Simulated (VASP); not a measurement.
Here is a VASP 6.6.1 calculation.

The input INCAR:

```
SYSTEM = SiBiS
  PREC = Accurate
  ENCUT = 520
  EDIFF = 1E-7
  ISMEAR = 0
  SIGMA = 0.1
  LREAL = .False.
  LASPH = .True.
  NELM = 100
  ALGO = Normal
  ISIF = 2
  LWAVE = .False.
  LCHARG = .False.
  GGA = PE
  NBANDS = 34
```

KPOINTS

```
regular mesh
0
Gamma
  4 4 4
  0 0 0
```

Contents of POSCAR:

```
SiBiS
1.0
    2.1020627600     -5.4889501700      0.0000000000
    2.1020627600      5.4889501700      0.0000000000
    0.0000000000      0.0000000000      6.0108524600
Si Bi S
2 2 2
Direct
    0.0000000000      0.0000000000      0.0000000000
    0.0000000000      0.0000000000      0.5000000000
    0.6893123400      0.3106876600      0.7500000000
    0.3106876600      0.6893123400      0.2500000000
    0.3955846300      0.6044153700      0.7500000000
    0.6044153700      0.3955846300      0.2500000000
```

Potentials or basis: VASP PAW PBE potentials, release 64 (Si, Bi_d, S).

Launch:

```sh
$ cat potpaw_PBE.64/Si/POTCAR potpaw_PBE.64/Bi_d/POTCAR potpaw_PBE.64/S/POTCAR > POTCAR
$ mpirun -np 1 vasp_std > vasp.out
```

(1) Estimate the largest force.

(2) Estimate the pressure.

(3) Estimate the band gap on the k mesh.

## Answers

(1) 0.381 eV/Å.

(2) -3.1 GPa.

(3) zero (bands 25 and 26 overlap by 1.28 eV).

Caveat: the k points lie up to 0.40 Å⁻¹ apart, too coarse for converged energies and pressures of a metal; spin-orbit coupling is left out, which moves the levels of the heavy elements.
